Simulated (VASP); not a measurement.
**BN: single point with LDA**

BN:

```
CELL_PARAMETERS angstrom
2.42907 0.00000 0.00000
-1.21453 2.10363 0.00000
0.00000 0.00000 6.81620
ATOMIC_POSITIONS crystal
B 0.33333 0.66667 0.25000
B 0.66667 0.33333 0.75000
N 0.33333 0.66667 0.75000
N 0.66667 0.33333 0.25000
```

This cell differs from its parent crystal: volume 8.707 Å^3 an atom, c/a of the conventional cell 2.8061.

| Property | Result |
| --- | --- |
| Program | VASP 6.6.1 |
| Task | single point |
| Functional | LDA |
| Potentials or basis | VASP PAW LDA potentials, release 64 (B, N) |
| Cutoff | 520 eV |
| k mesh | 12 × 12 × 4 |
| Occupations | gaussian, width 0.05 eV |
| Spin | no spin polarisation |
| Dipole correction | no |
| Further INCAR settings | ALGO = Normal; EDIFF = 1e-07; NBANDS = 16 |

```
Pressure               : 19.6 GPa
Band gap on the k mesh : 4.25 eV, indirect (least direct gap 4.73 eV)
```

Stress tensor (GPa, compression positive):
```
30.04  0.00  0.00
 0.00 30.04  0.00
 0.00  0.00 -1.16
```

Levels at points of the mesh, in eV from the valence-band top:
| k point | band 4 | band 5 | band 6 | band 7 | band 8 | band 9 | band 10 | band 11 | band 12 | band 13 |
| --- | --- | --- | --- | --- | --- | --- | --- | --- | --- | --- |
| (0.00, 0.00, 0.00) | -4.80 | -1.23 | -1.23 | -1.21 | -1.21 | 4.69 | 9.87 | 12.21 | 12.21 | 12.31 |
| (0.50, 0.00, 0.00) | -9.18 | -4.30 | -4.25 | -1.48 | -0.60 | 4.25 | 5.58 | 10.23 | 10.97 | 12.48 |
| (0.00, 0.00, 0.50) | -5.85 | -1.22 | -1.22 | -1.22 | -1.22 | 7.02 | 7.02 | 12.26 | 12.26 | 12.26 |
| (0.50, 0.00, 0.50) | -9.21 | -4.27 | -4.27 | -1.03 | -1.03 | 4.73 | 4.73 | 10.82 | 10.82 | 13.50 |

It took 21 s on 1 thread of Intel(R) Xeon(R) Platinum 8375C CPU @ 2.90GHz (Ice Lake), with other jobs on the host, peak memory 0.14 GiB.

 A k mesh can miss the band edges.
